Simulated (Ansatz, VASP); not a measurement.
**KBr: VASP beside Ansatz**

```
CELL_PARAMETERS angstrom
5.61812 0.00000 0.00000
-2.80906 4.86544 0.00000
0.00000 0.00000 6.55360
ATOMIC_POSITIONS crystal
K 0.33333 0.66667 0.25000
K 0.66667 0.33333 0.75000
Br 0.66667 0.33333 0.25000
Br 0.33333 0.66667 0.75000
```

Alike in both runs: task single point; functional r2SCAN; k mesh 6 × 6 × 4; no spin polarisation.

|  | VASP | Ansatz |
| --- | --- | --- |
| version | VASP 6.6.1 | Ansatz 0.2.0 |
| potentials or method | VASP PAW PBE potentials, release 64 (K_sv, Br) | plane waves, PAW |
| plane-wave cutoff (eV) | 520 | 500 |
| occupations | gaussian, width 0.01 eV | fixed |
| valence electrons in the cell | 32 | 32 |

```csv
,VASP,Ansatz,Ansatz less VASP
gap on the k mesh at the Fermi level (eV),4.77,4.76,-0.001
pressure (GPa),0.0,0.0,+0.01
```

VASP's potentials were made for PBE, not for r2SCAN.
